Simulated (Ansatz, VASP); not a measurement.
**Two plane-wave programs on YbPb7Se8**

```xyz
16
Lattice="0.0000 6.1170 6.1170 6.1170 0.0000 6.1170 6.1170 6.1170 0.0000" Properties=species:S:1:pos:R:3 pbc="T T T"
Se    3.0585    3.0585    3.0585
Se    6.1170    6.1170    3.0585
Se    6.1170    3.0585    6.1170
Se    9.1755    6.1170    6.1170
Se    3.0585    6.1170    6.1170
Se    6.1170    9.1755    6.1170
Se    6.1170    6.1170    9.1755
Se    9.1755    9.1755    9.1755
Pb    0.0000    0.0000    0.0000
Pb    3.0585    3.0585    0.0000
Pb    3.0585    0.0000    3.0585
Pb    6.1170    3.0585    3.0585
Pb    3.0585    6.1170    3.0585
Pb    3.0585    3.0585    6.1170
Pb    6.1170    6.1170    6.1170
Yb    0.0000    3.0585    3.0585
```

Alike in both runs: task single point; functional PBE; k mesh 2 × 2 × 2; occupations fermi-dirac, width 0.01 eV; no spin polarisation; Hubbard terms Yb f U = 3.7 eV.

|  | VASP | Ansatz |
| --- | --- | --- |
| version | VASP 6.6.1 | Ansatz 0.2.0 |
| potentials or method | VASP PAW PBE potentials, release 64 (Se, Pb_d, Yb), cutoff 520 eV | PAW, plane waves, scalar-relativistic |
| valence electrons in the cell | 170 | 250 |

|  | VASP | Ansatz | Ansatz less VASP |
| --- | --- | --- | --- |
| pressure (GPa) | 2.0 | 2.0 | +0.06 |
| rms of the force components (eV/Å) | 0.146 | 0.141 | -0.0053 |

The programs project onto different local orbitals, so the same U acts differently, and such runs can settle in different states. VASP's potentials hold 170 valence electrons a cell and Ansatz's 250, so a difference there can come from the potentials and not from the codes.

The k mesh is coarse, so the values compare programs but aren't converged. Spin-orbit coupling is off throughout.
